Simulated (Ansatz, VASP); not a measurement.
# One calculation of WSe2, two programs

Contents of INCAR:

```
ALGO = Normal
DIPOL = 0.5 0.5 0.500
EDIFF = 1E-6
ENCUT = 400
GGA = PE
GGA_COMPAT = F
IDIPOL = 3
ISIF = 2
ISMEAR = 0
IVDW = 12
LASPH = T
LCHARG = T
LDIPOL = T
LELF = T
LREAL = F
LVACPOTAV = T
LVHAR = T
LWAVE = F
NBANDS = 20
NELM = 120
NELMDL = -8
PREC = Accurate
SIGMA = 0.02
```

Contents of KPOINTS:

```
k-points
0
Gamma
  9 9 1
```

The input POSCAR:

```
WSe2
1.0
    3.2854988181      0.0000000000      0.0000000000
   -1.6427494091      2.8453254406      0.0000000000
    0.0000000000      0.0000000000     32.7375750684
Se W
2 1
Direct
    0.3333333333      0.6666666667      0.4485387266
    0.3333333333      0.6666666667      0.5514612734
    0.6666666667      0.3333333333      0.5000000000
```

Input for Ansatz:

```yaml
crystal:
  lattice:
    - [3.2854987364, 0.0, 0.0]
    - [-1.6427493682, 2.8453253698, 0.0]
    - [0.0, 0.0, 32.7375751391]
  atoms:
    - { symbol: Se, position: [0.3333333333, 0.6666666667, 0.448538726] }
    - { symbol: W, position: [0.6666666667, 0.3333333333, 0.5] }
    - { symbol: Se, position: [0.3333333333, 0.6666666667, 0.551461274] }
  periodic: [true, true, false]
basis:
  ecutwfc: 420
kpoints:
  mp_grid: { grid: [9, 9, 1] }
  band_path: { path: [VBM, CBM], npoints: 2 }
hamiltonian:
  xc: pbe
  dispersion: d3bj
scf:
  occupations: { method: gaussian, width: 0.02 }
output:
  forces: true
  stress: true
  eigenvalues: true
```

Alike in both runs: task single point; functional PBE; dispersion D3(BJ); k mesh 9 × 9 × 1; occupations gaussian, width 0.02 eV; no spin polarisation.

|  | VASP | Ansatz |
| --- | --- | --- |
| version | VASP 6.6.1 | Ansatz 0.2.0 |
| potentials or method | VASP PAW PBE potentials, release 64 (Se, W_sv), cutoff 400 eV | scalar-relativistic, plane waves, PAW |
| valence electrons in the cell | 26 | 46 |

```csv
,VASP,Ansatz,Ansatz less VASP
gap on the k mesh at the Fermi level (eV),1.67,1.67,+0.003
least direct gap on the mesh (eV),1.67,1.67,+0.003
rms of the force components (eV/Å),0.022,0.000,-0.0224
```

VASP's potentials hold 26 valence electrons a cell and Ansatz's 46, so a difference there can come from the potentials and not from the codes.

Neither program's run includes spin-orbit coupling.
